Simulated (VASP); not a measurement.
A run of VASP 6.6.1:

File INCAR:

```
PREC = Accurate
ENCUT = 520
EDIFF = 1E-7
ISMEAR = -1
SIGMA = 0.0655
LREAL = Auto
LASPH = True
NELM = 60
ALGO = Normal
ISIF = 2
LWAVE = False
LCHARG = True
GGA = PE
IVDW = 12
LELF = True
LVHAR = True
ISYM = 0
NBANDS = 88
```

KPOINTS

```
Automatic mesh
0
Gamma
  1 1 1
  0.25 0.25 0.25
```

POSCAR

```
As10Se12S3
1.0
    8.8186510000      0.2405820000      0.2922810000
    0.2405820000      8.9584340000      0.2205530000
    0.2922810000      0.2205530000      8.8565100000
As S Se
10 3 12
Direct
    0.0571683304      0.6379501253      0.6756481920
    0.2511366800     -0.0222066322      1.0062192962
    0.6991999844      0.6894719527      0.5432847726
    0.0978873595      0.8987083757      0.5822563918
    0.5279192793      0.4351019906      0.4565825789
    0.5805416730      0.4536840500      0.1446976654
    0.7767887437      0.5797101274      0.7768187019
    0.8875988823      0.3417556523      0.6269342525
    0.2290993352      0.2484792794      0.8453278737
    0.6163459124      0.0825743675      0.4038360230
    0.5383788952      0.8731101075      0.0877814201
    0.1576874173      0.3332750373      0.6211786759
    0.3188647613      0.6646533429      0.3060387895
    0.9185346371      0.0373637105      0.4293832559
    1.0205687434      0.9176846375      0.9448716308
    0.8227959561      0.5234361832      0.1299170841
    0.7434671963      0.1128394270      0.1670828114
    0.5533799980      0.8789770914      0.8463973401
    0.3296060290      0.5946047862      0.9268383992
    0.3581992902      0.6715723827      0.5482574795
    0.9560701541      0.5375693238      0.4498529705
    0.1846758352      0.9887767902      0.2953471599
    0.1796668725      0.4171268678      0.0660198210
    0.4957751176      0.2480319881      0.7243893084
    0.3683687962      0.2230257001      0.3141742981
```

Potentials or basis: VASP PAW PBE potentials, release 64 (As, S, Se).

Run with:

```sh
$ cat potpaw_PBE.64/As/POTCAR potpaw_PBE.64/S/POTCAR potpaw_PBE.64/Se/POTCAR > POTCAR
$ mpirun -np 1 vasp_std > vasp.out
```

Hardware: 1 thread of Intel(R) Xeon(R) 6975P-C (Granite Rapids), on a shared host.

**Question.** How long does it take, and how much memory?

**Answer.** Run time: 110 s on 1 thread of Intel(R) Xeon(R) 6975P-C (Granite Rapids), on a shared host, peak memory 0.67 GiB. Counts: scf iterations 19, k points 1.
